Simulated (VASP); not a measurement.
Ir: relaxation of cell and atoms with PBE

Ir:

```xyz
1
Lattice="-1.3782 1.3782 1.3782 1.3782 -1.3782 1.3782 1.3782 1.3782 -1.3782" Properties=species:S:1:pos:R:3 pbc="T T T"
Ir    0.0000    0.0000    0.0000
```

This isn't the form of Ir at room conditions, which is fcc.

```json
{"Program": "VASP 6.6.1", "Task": "relaxation of cell and atoms", "Functional": "PBE", "Potentials or basis": "VASP PAW PBE potentials, release 64 (Ir)", "Cutoff": "600 eV", "k mesh": "20 × 20 × 20", "Occupations": "fermi-dirac, width 0.05 eV", "Spin": "no spin polarisation", "Target pressure": "270 GPa", "Dipole correction": "no", "Further INCAR settings": "ALGO = Normal; EDIFF = 1e-07; IBRION = 2; EDIFFG = -0.005; NSW = 32; ISIF = 3"}
```

| Quantity | Value |
| --- | --- |
| Relaxed volume | 10.52 Å³/atom |
| Relaxed cell | a = 2.390 Å, b = 2.390 Å, c = 2.390 Å, α = 109.47°, β = 109.47°, γ = 109.47° |
| Space group after relaxing (to 0.1 Å) | Im-3m (No. 229) |
| Energy change on relaxing (the run minimises the enthalpy) | -74.9 meV/atom |
| Ionic steps | 4 |
| Pressure after relaxing | 270.0 GPa |
| Band gap on the k mesh | zero (an odd number of electrons rules out a gap without spin polarisation) |

Step by step:
| step | energy change (eV) | largest force (eV/Å) | pressure (GPa) | volume (Å³) |
| --- | --- | --- | --- | --- |
| 1 | 0.0000 | 0.0000 | 275.84 | 10.47 |
| 2 | -0.8803 | 0.0000 | 205.84 | 11.06 |
| 3 | -0.0768 | 0.0000 | 269.85 | 10.52 |
| 4 | -0.0749 | 0.0000 | 269.99 | 10.52 |

Final structure:
```
CELL_PARAMETERS angstrom
-1.38014 1.38014 1.38014
1.38014 -1.38014 1.38014
1.38014 1.38014 -1.38014
ATOMIC_POSITIONS crystal
Ir 0.00000 0.00000 0.00000
```

Levels at points of the mesh, in eV from the Fermi level:
```
           k point  band 1  band 2  band 3  band 4  band 5  band 6  band 7  band 8
(0.00, 0.00, 0.00)  -14.21   -5.83   -5.83   -5.83   -1.14   -1.14   16.57   16.57
(0.50, 0.00, 0.00)  -11.51   -8.79   -1.18   -0.36   -0.07    3.88   12.53   12.78
(0.50, 0.50, 0.50)  -11.51  -11.51    2.58    2.58    2.58    9.49    9.49    9.49
```

It took 100 s on 1 thread of Intel Xeon 8259CL, on a shared host, peak memory 0.16 GiB.

Caveat: the cell is relaxed towards a set pressure, so the run minimises the enthalpy, not the energy; spin-orbit coupling is left out, which moves the levels of the heavy elements.
